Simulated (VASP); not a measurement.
Here is a VASP 6.6.1 calculation.

INCAR

```
SYSTEM = Ti
ALGO = Fast
EDIFF = 1E-7
ENCUT = 520
GGA = PE
ISIF = 2
ISMEAR = 0
LASPH = .True.
LCHARG = .False.
LREAL = .False.
LWAVE = .False.
NBANDS = 19
NELM = 100
PREC = Accurate
SIGMA = 0.022
```

KPOINTS

```
k-points
0
Gamma
  10 10 6
  0 0 0
```

The input POSCAR:

```
Ti
1.0
    2.9500000000      0.0000000000      0.0000000000
   -1.4750000000      2.5547749412      0.0000000000
    0.0000000000      0.0000000000      4.6800000000
Ti
2
Direct
    0.6666666667      0.3333333333      0.7500000000
    0.3333333333      0.6666666667      0.2500000000
```

Potentials or basis: VASP PAW PBE potentials, release 64 (Ti_sv).

Launch:

```console
$ cat potpaw_PBE.64/Ti_sv/POTCAR > POTCAR
$ mpirun -np 1 vasp_std > vasp.out
```

Question: Predict the pressure.

Answer: -1.8 GPa.

Question: What does it give for the band gap on the k mesh?

Answer: Zero (band 12 reaches 8.94 eV, above the bottom of band 13 at 7.94 eV).

Stress tensor (GPa, compression positive):
```
-1.69  0.00  0.00
 0.00 -1.69  0.00
 0.00  0.00 -1.95
```
